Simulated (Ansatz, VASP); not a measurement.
Pb in VASP and in Ansatz

The input INCAR:

```
PREC = Accurate
ENCUT = 520
EDIFF = 1E-7
ISMEAR = -1
SIGMA = 0.03
LREAL = F
LASPH = T
NELM = 100
ALGO = Normal
ISIF = 2
LWAVE = F
LCHARG = T
GGA = PE
LELF = T
LVHAR = T
NBANDS = 13
```

File KPOINTS:

```
Automatic mesh
0
Gamma
  4 4 4
```

The input POSCAR:

```
Pb
1.0
    0.0000000000      2.4750200000      2.4750200000
    2.4750200000      0.0000000000      2.4750200000
    2.4750200000      2.4750200000      0.0000000000
Pb
1
Direct
    0.0000000000      0.0000000000      0.0000000000
```

The input input.yaml:

```yaml
crystal:
  lattice:
    - [0.0, 2.47502, 2.47502]
    - [2.47502, 0.0, 2.47502]
    - [2.47502, 2.47502, 0.0]
  atoms:
    - { symbol: Pb, position: [0.0, 0.0, 0.0] }
kpoints:
  mp_grid: { grid: [4, 4, 4] }
scf:
  occupations: { method: fermi_dirac, width: 0.03 }
hamiltonian:
  xc: pbe
  pseudopotentials: { kind: all_electron, lapw: { basis_error: 0.002 } }
output:
  forces: true
  stress: true
  eigenvalues: true
```

Alike in both runs: task single point; functional PBE; k mesh 4 × 4 × 4; occupations fermi-dirac, width 0.03 eV; no spin polarisation.

```csv
,VASP,Ansatz
version,VASP 6.6.1,Ansatz 0.2.0
potentials or method,"VASP PAW PBE potentials, release 64 (Pb_d), cutoff 520 eV","all-electron LAPW, scalar-relativistic"
```

|  | VASP | Ansatz | Ansatz less VASP |
| --- | --- | --- | --- |
| gap on the k mesh at the Fermi level (eV) | none | none | - |
| pressure (GPa) | 1.8 | 1.9 | +0.08 |

A gap of «none» marks a metal or a gap that the smearing closes. Ansatz ran all-electron here, and VASP with PAW potentials.

The k mesh is coarse, so the values compare programs but aren't converged. Spin-orbit coupling is off throughout.
